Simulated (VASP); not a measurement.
Al:

```xyz
1
Lattice="-1.5912 1.5912 1.5912 1.5912 -1.5912 1.5912 1.5912 1.5912 -1.5912" Properties=species:S:1:pos:R:3 pbc="T T T"
Al    0.0000    0.0000    0.0000
```

Program: VASP 6.6.1. Alike in all runs: task single point; cell as given.

Task: Order these runs on this cell by their pressure, lowest first.
A. level PBE; potentials or basis VASP PAW PBE potentials, release 64 (Al); spin collinear, zero start; k mesh 3 × 10 × 1; cutoff (eV) 500; smearing tetrahedron
B. level PBEsol; potentials or basis VASP PAW PBE potentials, release 64 (Al); spin off; k mesh 10 × 10 × 10; cutoff (eV) 500; smearing gaussian 0.015 eV
C. level LDA; potentials or basis VASP PAW LDA potentials, release 64 (Al); spin off; k mesh 4 × 4 × 4, shifted; cutoff (eV) 520; smearing methfessel-paxton 0.024 eV
D. level RPBE+D3(BJ); potentials or basis VASP PAW PBE potentials, release 64 (Al); spin collinear, ferromagnetic start; fixed moment (μB) 2.0; k mesh 2 × 2 × 2; cutoff (eV) 500; smearing gaussian 0.1 eV
E. level PBE; potentials or basis VASP PAW PBE potentials, release 64 (Al); spin off; k mesh 10 × 10 × 10; cutoff (eV) 500; smearing methfessel-paxton 0.41 eV

Result: A (-13.4 GPa), C (0.4 GPa), B (2.8 GPa), E (4.3 GPa), D (14.1 GPa).

Caveats: some runs use coarse meshes; the PAW data sets were made with another functional, which shifts forces and pressure a little (some runs); tetrahedron occupations give inexact forces and stress in metals (some runs); the total moment is fixed, so each spin has its own Fermi level (some runs).
